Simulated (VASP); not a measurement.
# BaMo3 (P6_3/mmc) in VASP: further runs

BaMo3 is run at these levels: PBE; tasks: single point, relaxation of cell and atoms.

Program: VASP 6.6.1. These are calculated values, not measurements. Logs are shortened: lines on timing, memory, paths and dates and some standing lists are left out, and cuts for length are marked.

## Step 1: The cell of the first run

It takes space group P6_3/mmc (No. 194, hexagonal). Conventional cell: a = 6.205 Å, b = 6.205 Å, c = 4.980 Å, α = 90.00°, β = 90.00°, γ = 120.00°. Within 4.0 Å of Ba (site symmetry -6m2) lie 12 Mo at 3.07 to 3.10 Å. Mo (site symmetry mm2) has 4 Ba at 3.07 to 3.10 Å and 8 Mo at 3.07 to 3.11 Å within 4.0 Å.

## Step 2: Single point, PBE

The input, INCAR:

```
  PREC = Accurate
  ENCUT = 520
  EDIFF = 1E-6
  ISMEAR = 0
  SIGMA = 0.1
  LREAL = F
  LASPH = T
  NELM = 100
  ALGO = Fast
  ISIF = 2
  LWAVE = F
  LCHARG = F
  GGA = PE
  NBANDS = 62
```

The input, KPOINTS:

```
regular mesh
0
Gamma
  3 3 4
```

The input, POSCAR:

```
BaMo3
1.0
    6.2045148634      0.0000000000      0.0000000000
   -3.1022574317      5.3732674899      0.0000000000
    0.0000000000      0.0000000000      4.9800804869
Ba Mo
2 6
Direct
    0.3333333333      0.6666666667      0.2500000000
    0.6666666667      0.3333333333      0.7500000000
    0.8330000000      0.6660000000      0.2500000000
    0.1670000000      0.8330000000      0.7500000000
    0.3340000000      0.1670000000      0.2500000000
    0.1670000000      0.3340000000      0.7500000000
    0.8330000000      0.1670000000      0.2500000000
    0.6660000000      0.8330000000      0.7500000000
```

Potentials or basis: VASP PAW PBE potentials, release 64 (Ba_sv, Mo_sv).

Launch:

```sh
cat potpaw_PBE.64/Ba_sv/POTCAR potpaw_PBE.64/Mo_sv/POTCAR > POTCAR
mpirun -np 1 vasp_std > vasp.out
```

OUTCAR:

```text
PREC = Accurate
   ENCUT = 520
   EDIFF = 1E-6
   ISMEAR = 0
   LREAL = F
   LASPH = T
   NELM = 100
   ISIF = 2
   GGA = PE

 ion  position               nearest neighbor table
   1  0.333  0.667  0.250-   4 3.07   4 3.07   8 3.07   8 3.07   6 3.07   6 3.07   3 3.10   5 3.10
                             7 3.10   7 3.10   3 3.10   5 3.10   2 4.36   2 4.36   2 4.36   2 4.36
   2  0.667  0.333  0.750-   7 3.07   7 3.07   5 3.07   5 3.07   3 3.07   3 3.07   6 3.10   8 3.10
                             4 3.10   4 3.10   6 3.10   8 3.10   1 4.36   1 4.36   1 4.36   1 4.36
   3  0.833  0.666  0.250-   2 3.07   2 3.07   8 3.07   4 3.07   4 3.07   8 3.07   5 3.10   7 3.10
                             1 3.10   1 3.10   7 3.11   5 3.11
   4  0.167  0.833  0.750-   1 3.07   1 3.07   3 3.07   3 3.07   5 3.07   5 3.07   8 3.10   6 3.10
                             2 3.10   2 3.10   8 3.11   6 3.11
   5  0.334  0.167  0.250-   2 3.07   2 3.07   6 3.07   6 3.07   4 3.07   4 3.07   7 3.10   3 3.10
                             1 3.10   1 3.10   7 3.11   3 3.11
   6  0.167  0.334  0.750-   1 3.07   1 3.07   7 3.07   5 3.07   5 3.07   7 3.07   8 3.10   4 3.10
                             2 3.10   2 3.10   4 3.11   8 3.11
   7  0.833  0.167  0.250-   2 3.07   2 3.07   6 3.07   6 3.07   8 3.07   8 3.07   5 3.10   3 3.10
                             1 3.10   1 3.10   5 3.11   3 3.11
   8  0.666  0.833  0.750-   1 3.07   1 3.07   3 3.07   3 3.07   7 3.07   7 3.07   4 3.10   6 3.10
                             2 3.10   2 3.10   4 3.11   6 3.11

  LATTYP: Found a hexagonal cell.
 ALAT       =     6.2045148634
 C/A-ratio  =     0.8026542923

  Lattice vectors:

 A1 = (   6.2045148634,   0.0000000000,   0.0000000000)
 A2 = (  -3.1022574317,   5.3732674899,   0.0000000000)
 A3 = (   0.0000000000,   0.0000000000,   4.9800804869)

Analysis of symmetry for initial positions (statically):
=====================================================================
 Subroutine PRICEL returns:
 Original cell was already a primitive cell.

 Routine SETGRP: Setting up the symmetry group for a
 hexagonal supercell.

 Subroutine GETGRP returns: Found 24 space group operations
 (whereof 12 operations were pure point group operations)
 out of a pool of 24 trial point group operations.

The static configuration has the point symmetry D_3d.
 The point group associated with its full space group is D_6h.

Analysis of symmetry for dynamics (positions and initial velocities):
=====================================================================
 Subroutine PRICEL returns:
 Original cell was already a primitive cell.

 Routine SETGRP: Setting up the symmetry group for a
 hexagonal supercell.

 Subroutine GETGRP returns: Found 24 space group operations
 (whereof 12 operations were pure point group operations)
 out of a pool of 24 trial point group operations.

The dynamic configuration has the point symmetry D_3d.
 The point group associated with its full space group is D_6h.

 Subroutine INISYM returns: Found 24 space group operations
 (whereof 12 operations are pure point group operations),
 and found     1 'primitive' translations

----------------------------------------------------------------------------------------

                                     Primitive cell

  volume of cell :     166.0285

  direct lattice vectors                    reciprocal lattice vectors
     6.204514863  0.000000000  0.000000000     0.161172956  0.093053249  0.000000000
    -3.102257432  5.373267490  0.000000000     0.000000000  0.186106499  0.000000000
     0.000000000  0.000000000  4.980080487     0.000000000  0.000000000  0.200799968

  length of vectors
     6.204514863  6.204514863  4.980080487     0.186106499  0.186106499  0.200799968

  position of ions in fractional coordinates (direct lattice)
     0.333333333  0.666666667  0.250000000
     0.666666667  0.333333333  0.750000000
     0.833000000  0.666000000  0.250000000
     0.167000000  0.833000000  0.750000000
     0.334000000  0.167000000  0.250000000
[... 48 lines left out ...]
   IMIX   =      4    mixing-type and parameters
     AMIX     =   0.40;   BMIX     =  1.00
     AMIX_MAG =   1.60;   BMIX_MAG =  1.00
  volume/ion in A,a.u.               =      20.75       140.05
  Fermi-wavevector in a.u.,A,eV,Ry     =   1.400743  2.647020 26.695724  1.962080
  Thomas-Fermi vector in A             =   2.523673
   LORBIT       =      0    0 simple, 1 ext, 2 COOP (PROOUT), +10 PAW based schemes
   GGA     = PE    functional components
   LHFCALC =     F    Hartree Fock is set to
   AEXX    =    0.0000 exact exchange contribution
   IVDW    =     0    specifies the selected vdW correction
   LEPSILON=     F    determine dielectric tensor
   LRPA    =     F    only Hartree local field effects (RPA)
 non-spin polarized calculation
 RMM-DIIS sequential band-by-band and
 Gauss-broadening in eV      SIGMA  =   0.10
  energy-cutoff  :      520.00
  volume of cell :      166.03
 maximum number of plane-waves:      4518
 NGX is ok and might be reduce to    48
   NGX = 23   NGY = 23   NGZ = 19

 number of electron     104.0000018 magnetization

 Free energy of the ion-electron system (eV)
  ---------------------------------------------------
  ext. energy  EPLUGINS =         0.00000000
  ---------------------------------------------------
  free energy    TOTEN  =       -55.08367683 eV

  energy without entropy =      -54.99901041  energy(sigma->0) =      -55.04134362

 E-fermi :   8.2174     XC(G=0): -11.8410

 val. band max:        8.2136662535   @ k =   0.3333   0.0000   0.0000
 cond. band min:       8.2381575328   @ k =   0.3333   0.3333   0.5000
 fundamental gap:      0.0244912793
 Fermi energy:         8.2173548793

 k-point     1 :       0.0000    0.0000    0.0000
  band No.  band energies     occupation
      1     -52.6748      2.00000
      2     -52.6248      2.00000
      3     -52.6248      2.00000
      4     -52.6200      2.00000
      5     -52.5982      2.00000
      6     -52.5982      2.00000
[... 54 lines left out ...]
     61       9.2837      0.00000
     62       9.6908      0.00000

 k-point     2 :       0.3333    0.0000    0.0000
  band No.  band energies     occupation
      1     -52.6646      2.00000
      2     -52.6363      2.00000
      3     -52.6250      2.00000
      4     -52.6160      2.00000
      5     -52.6009      2.00000
      6     -52.5980      2.00000
[... 454 lines left out ...]
      6     -52.6115      2.00000
[... 54 lines left out ...]
     61       9.1831      0.00000
     62       9.1933      0.00000

------------------------ aborting loop because EDIFF is reached ----------------------------------------

  FORCE on cell =-STRESS in cart. coord.  units (eV):
  Direction    XX          YY          ZZ          XY          YZ          ZX
  --------------------------------------------------------------------------------------
  -------------------------------------------------------------------------------------
  Total       -4.2209731     -4.2209731     -4.8415971      0.0000000      0.0000000      0.0000000
  in kB      -40.7324481    -40.7324481    -46.7214783      0.0000000      0.0000000      0.0000000
  external PRESSURE =     -42.7287915 kB  Pullay stress =       0.0000000 kB

 VOLUME and BASIS-vectors are now :
 -----------------------------------------------------------------------------
  energy-cutoff  :      520.00
  volume of cell :      166.03
      direct lattice vectors                 reciprocal lattice vectors
     6.204514863  0.000000000  0.000000000     0.161172956  0.093053249  0.000000000
    -3.102257432  5.373267490  0.000000000     0.000000000  0.186106499  0.000000000
     0.000000000  0.000000000  4.980080487     0.000000000  0.000000000  0.200799968

 POSITION                                       TOTAL-FORCE (eV/Angst)
 -----------------------------------------------------------------------------------
     -0.00000      3.58218      1.24502        -0.000000     -0.000000      0.000000
      3.10226      1.79109      3.73506        -0.000000     -0.000000      0.000000
      3.10226      3.57860      1.24502        -0.000000      1.520544      0.000000
     -1.54803      4.47593      3.73506        -1.316830      0.760272      0.000000
      1.55423      0.89734      1.24502        -1.316830     -0.760272     -0.000000
      0.00000      1.79467      3.73506        -0.000000     -1.520544      0.000000
      4.65028      0.89734      1.24502         1.316830     -0.760272     -0.000000
      1.54803      4.47593      3.73506         1.316830      0.760272     -0.000000
 -----------------------------------------------------------------------------------
    total drift:                                0.000000     -0.000000      0.000000

  FREE ENERGIE OF THE ION-ELECTRON SYSTEM (eV)
  ---------------------------------------------------
  free  energy   TOTEN  =       -55.0836768254 eV

  energy  without entropy=      -54.9990104122  energy(sigma->0) =      -55.04134362
```

It took 1.8 min on 1 thread of Intel Xeon 6975P-C (Granite Rapids), shared host; peak memory 0.33 GiB.

What came out:

| Quantity | Value |
| --- | --- |
| Free energy | -55.0837 eV |
| Pressure | -4.3 GPa |
| Largest force | 1.521 eV/Å |
| Band gap on the k mesh | zero (bands 52 and 53 overlap by 0.71 eV) |

Forces in eV/Å, atoms in the order of the input:
```
Ba   0.000  0.000  0.000
Ba   0.000  0.000  0.000
Mo   0.000  1.521  0.000
Mo  -1.317  0.760  0.000
Mo  -1.317 -0.760  0.000
Mo   0.000 -1.521  0.000
Mo   1.317 -0.760  0.000
Mo   1.317  0.760  0.000
```

Caveat: the k points lie up to 0.39 Å⁻¹ apart, too coarse for converged energies and pressures of a metal; spin-orbit coupling is left out, which moves the levels of the heavy elements; forces of over 1 eV/Å act on the atoms, so gaps and moduli don't describe the material at rest.

## Step 3: Single point, PBE

This run uses another cell than the first one, of 27.86 Å³/atom.

The input, INCAR:

```
PREC = Accurate
ENCUT = 520
EDIFF = 1E-6
ISMEAR = 0
SIGMA = 0.1
LREAL = False
LASPH = True
NELM = 60
ALGO = Fast
ISIF = 2
LWAVE = False
LCHARG = False
GGA = PE
NBANDS = 62
```

The input, KPOINTS:

```
Automatic mesh
0
Gamma
  3 3 4
```

The input, POSCAR:

```
BaMo3
1.0
    7.7570868645      0.0000000000      0.0000000000
   -3.8785434323      6.7178342840      0.0000000000
    0.0000000000      0.0000000000      4.2776028976
Ba Mo
2 6
Direct
    0.3333333333      0.6666666667      0.2500000000
    0.6666666667      0.3333333333      0.7500000000
    0.8871377730      0.7742755459      0.2500000000
    0.1128622270      0.8871377730      0.7500000000
    0.2257244541      0.1128622270      0.2500000000
    0.1128622270      0.2257244541      0.7500000000
    0.8871377730      0.1128622270      0.2500000000
    0.7742755459      0.8871377730      0.7500000000
```

Potentials or basis: VASP PAW PBE potentials, release 64 (Ba_sv, Mo_sv).

Launch:

```sh
cat potpaw_PBE.64/Ba_sv/POTCAR potpaw_PBE.64/Mo_sv/POTCAR > POTCAR
mpirun -np 1 vasp_std > vasp.out
```

Wall time 1.7 min (1 thread of Intel Xeon 6975P-C (Granite Rapids), shared host); peak memory 0.39 GiB.

It converged, with:

* Free energy: -62.8198 eV
* Pressure: 0.3 GPa
* Largest force: 0.029 eV/Å
* Band gap on the k mesh: zero (bands 52 and 53 overlap by 0.79 eV)

Forces on the atoms (eV/Å):
```
Ba   0.000  0.000  0.000
Ba   0.000  0.000  0.000
Mo   0.000 -0.029  0.000
Mo   0.025 -0.014  0.000
Mo   0.025  0.014  0.000
Mo   0.000  0.029  0.000
Mo  -0.025  0.014  0.000
Mo  -0.025 -0.014  0.000
```

Levels at points of the mesh, in eV from the Fermi level:
| k point | band 48 | band 49 | band 50 | band 51 | band 52 | band 53 | band 54 | band 55 |
| --- | --- | --- | --- | --- | --- | --- | --- | --- |
| (0.00, 0.00, 0.00) | -0.70 | -0.70 | -0.30 | -0.30 | 0.76 | 0.76 | 0.82 | 0.82 |
| (0.00, 0.00, 0.50) | -0.98 | -0.98 | -0.98 | 0.29 | 0.29 | 0.32 | 0.32 | 0.32 |

Caveat: the k points lie up to 0.37 Å⁻¹ apart, too coarse for converged energies and pressures of a metal; spin-orbit coupling is left out, which moves the levels of the heavy elements.

## Step 4: Relaxation of cell and atoms, PBE

The input, INCAR:

```
SYSTEM = BaMo3
ALGO = Fast ; EDIFF = 1E-6
EDIFFG = -0.04 ; ENCUT = 600
GGA = PE ; IBRION = 2
ISIF = 3 ; ISMEAR = 0
LASPH = .True. ; LCHARG = .False.
LREAL = .False. ; LWAVE = .False.
NELM = 100 ; NSW = 90
PREC = Accurate ; SIGMA = 0.1
```

The input, KPOINTS:

```
k-points
0
Gamma
  3 3 4
  0 0 0
```

The input, POSCAR:

```
BaMo3
1.0
    6.2045148634      0.0000000000      0.0000000000
   -3.1022574317      5.3732674899      0.0000000000
    0.0000000000      0.0000000000      4.9800804869
Ba Mo
2 6
Direct
    0.3333333333      0.6666666667      0.2500000000
    0.6666666667      0.3333333333      0.7500000000
    0.8330000000      0.6660000000      0.2500000000
    0.1670000000      0.8330000000      0.7500000000
    0.3340000000      0.1670000000      0.2500000000
    0.1670000000      0.3340000000      0.7500000000
    0.8330000000      0.1670000000      0.2500000000
    0.6660000000      0.8330000000      0.7500000000
```

Launch:

```sh
cat potpaw_PBE.64/Ba_sv/POTCAR potpaw_PBE.64/Mo_sv/POTCAR > POTCAR
mpirun -np 1 vasp_std > vasp.out
```

Run time: 23 min. Hardware: 1 thread of Intel Xeon 6975P-C (Granite Rapids), shared host; peak memory 0.38 GiB.

It converged, with:

```
Free energy                           : -62.7665 eV
Relaxed volume                        : 27.71 Å³/atom
Relaxed cell                          : a = 7.732 Å, b = 7.732 Å, c = 4.283 Å, α = 90.00°, β = 90.00°, γ = 120.00°
Space group after relaxing (to 0.1 Å) : P6_3/mmc (No. 194)
Energy gained by relaxing             : 960.5 meV/atom
Ionic steps                           : 18
Pressure after relaxing               : 0.1 GPa
Largest force after relaxing          : 0.035 eV/Å
Band gap on the k mesh                : zero (bands 52 and 53 overlap by 0.82 eV)
```

Forces on the atoms (eV/Å):
```
Ba   0.000  0.000  0.000
Ba   0.000  0.000  0.000
Mo   0.000  0.035  0.000
Mo  -0.030  0.018  0.000
Mo  -0.030 -0.018  0.000
Mo   0.000 -0.035  0.000
Mo   0.030 -0.018  0.000
Mo   0.030  0.018  0.000
```

Stress tensor (GPa, compression positive):
```
0.01 0.00 0.00
0.00 0.01 0.00
0.00 0.00 0.17
```

The path:
| step | energy change (eV) | largest force (eV/Å) | pressure (GPa) | volume (Å³) |
| --- | --- | --- | --- | --- |
| 1 | 0.0000 | 1.5195 | -4.37 | 166.03 |
| 2 | -0.7830 | 1.8511 | 4.93 | 152.79 |
| 3 | -0.8507 | 1.6526 | 11.44 | 147.05 |
| 4 | -1.0975 | 1.4805 | 13.39 | 146.28 |
| 5 | -1.4899 | 0.3470 | 22.37 | 143.99 |
| 6 | -2.0122 | 0.1418 | 21.11 | 146.81 |
| 7 | -3.2791 | 0.6481 | 18.87 | 155.41 |
| 8 | -4.3162 | 3.2763 | 20.52 | 173.33 |
| 9 | -6.0559 | 0.9600 | 6.93 | 191.86 |
| 10 | -6.5812 | 0.3338 | -0.72 | 207.96 |
| 11 | -6.6087 | 0.6525 | -2.53 | 212.66 |
| 12 | -6.8340 | 0.5255 | -2.21 | 213.86 |
| 13 | -7.4301 | 0.1130 | -1.05 | 216.96 |
| 14 | -7.3946 | 0.5717 | 3.97 | 220.72 |
| 15 | -7.6764 | 0.1595 | 1.05 | 219.27 |
| 16 | -7.6815 | 0.1401 | -0.29 | 222.53 |
| 17 | -7.6834 | 0.0400 | 0.16 | 221.41 |
| 18 | -7.6843 | 0.0351 | 0.06 | 221.72 |

Final structure:
```xyz
8
Lattice="7.7318 0.0000 0.0000 -3.8659 6.6959 0.0000 0.0000 0.0000 4.2826" Properties=species:S:1:pos:R:3 pbc="T T T"
Ba    0.0000    4.4639    1.0707
Ba    3.8659    2.2320    3.2120
Mo    3.8659    5.1776    1.0707
Mo   -2.5510    5.9368    3.2120
Mo    1.3149    0.7591    1.0707
Mo    0.0000    1.5183    3.2120
Mo    6.4169    0.7591    1.0707
Mo    2.5510    5.9368    3.2120
```

Levels at points of the mesh, in eV from the Fermi level:
```tsv
k point	band 48	band 49	band 50	band 51	band 52	band 53	band 54	band 55
(0.00, 0.00, 0.00)	-0.69	-0.69	-0.28	-0.28	0.77	0.77	0.80	0.80
(0.00, 0.00, 0.50)	-0.97	-0.97	-0.97	0.28	0.28	0.33	0.33	0.33
```

Caveat: the k points lie up to 0.37 Å⁻¹ apart in the final cell, too coarse for converged energies and pressures of a metal; the volume moved by over 15 % at a fixed basis, so the end points are rough; spin-orbit coupling is left out, which moves the levels of the heavy elements.

## Step 5: Single point, PBE

This run uses another cell than the first one, of 27.97 Å³/atom.

The input, INCAR:

```
  PREC = Accurate
  ENCUT = 520
  EDIFF = 1E-6
  ISMEAR = 0
  SIGMA = 0.1
  LREAL = F
  LASPH = T
  NELM = 100
  ALGO = Fast
  ISIF = 2
  LWAVE = F
  LCHARG = T
  GGA = PE
  LELF = T
  LVHAR = T
  NBANDS = 62
```

The input, KPOINTS:

```
regular mesh
0
Gamma
  6 6 10
```

The input, POSCAR:

```
BaMo3
1.0
    7.7486917145      0.0000000000      0.0000000000
   -3.8743458573      6.7105638708      0.0000000000
    0.0000000000      0.0000000000      4.3029268691
Ba Mo
2 6
Direct
    0.3333333333      0.6666666667      0.2500000000
    0.6666666667      0.3333333333      0.7500000000
    0.8877076880      0.7754153761      0.2500000000
    0.1122923120      0.8877076880      0.7500000000
    0.2245846239      0.1122923120      0.2500000000
    0.1122923120      0.2245846239      0.7500000000
    0.8877076880      0.1122923120      0.2500000000
    0.7754153761      0.8877076880      0.7500000000
```

Launch:

```sh
cat potpaw_PBE.64/Ba_sv/POTCAR potpaw_PBE.64/Mo_sv/POTCAR > POTCAR
mpirun -np 1 vasp_std > vasp.out
```

Wall time 6.1 min (1 thread of Intel Xeon 6975P-C (Granite Rapids), shared host); peak memory 0.62 GiB.

It converged, with:

- Free energy: -62.7885 eV
- Pressure: 0.4 GPa
- Largest force: 0.029 eV/Å
- Band gap on the k mesh: zero (bands 52 and 53 overlap by 0.90 eV)

Forces in eV/Å, atoms in the order of the input:
```
Ba   0.000  0.000  0.000
Ba   0.000  0.000  0.000
Mo   0.000 -0.029  0.000
Mo   0.025 -0.014  0.000
Mo   0.025  0.014  0.000
Mo   0.000  0.029  0.000
Mo  -0.025  0.014  0.000
Mo  -0.025 -0.014  0.000
```

Levels at points of the mesh, in eV from the Fermi level:
| k point | band 50 | band 51 | band 52 | band 53 | band 54 | band 55 |
| --- | --- | --- | --- | --- | --- | --- |
| (0.00, 0.00, 0.00) | -0.33 | -0.33 | 0.74 | 0.74 | 0.74 | 0.74 |
| (0.50, 0.00, 0.00) | -0.53 | -0.37 | -0.15 | 0.08 | 0.35 | 0.58 |
| (0.00, 0.00, 0.50) | -0.98 | 0.29 | 0.29 | 0.32 | 0.32 | 0.32 |
| (0.50, 0.00, 0.50) | -0.88 | -0.45 | -0.45 | 0.38 | 0.38 | 0.47 |

Caveat: spin-orbit coupling is left out, which moves the levels of the heavy elements.

## Step 6: Overview

```csv
task,cell,k mesh,cutoff (eV),gap on the mesh (eV),pressure (GPa),largest force (eV/Å)
single point,"a = 6.205, b = 6.205, c = 4.980 Å, angles 90.0, 90.0, 120.0°, 8 atoms, atomic positions A",3 × 3 × 4,520,none,-4.3,1.52
single point,"a = 7.757, b = 7.757, c = 4.278 Å, angles 90.0, 90.0, 120.0°, 8 atoms, atomic positions B",3 × 3 × 4,520,none,0.3,0.03
relaxation of cell and atoms,"relaxed from a = 6.205, b = 6.205, c = 4.980 Å, angles 90.0, 90.0, 120.0°, 8 atoms, atomic positions A",3 × 3 × 4,600,none,0.1,0.04
single point,"a = 7.749, b = 7.749, c = 4.303 Å, angles 90.0, 90.0, 120.0°, 8 atoms, atomic positions C",6 × 6 × 10,520,none,0.4,0.03
```

Alike in all rows: level PBE; potentials or basis VASP PAW PBE potentials, release 64 (Ba_sv, Mo_sv); no spin polarisation; smearing gaussian 0.1 eV.

Caveats: some runs use coarse meshes; spin-orbit coupling is left out, which moves the levels of the heavy elements; forces of over 1 eV/Å act on the atoms, so gaps and moduli don't describe the material at rest (at least some runs); the volume moved by over 15 % at a fixed basis, so the end points are rough (at least some runs).

Total energies depend on the potentials used, so only differences within one code and one set of settings carry meaning.

The gap in the log of VASP goes by the Fermi energy; the results here count the filled bands.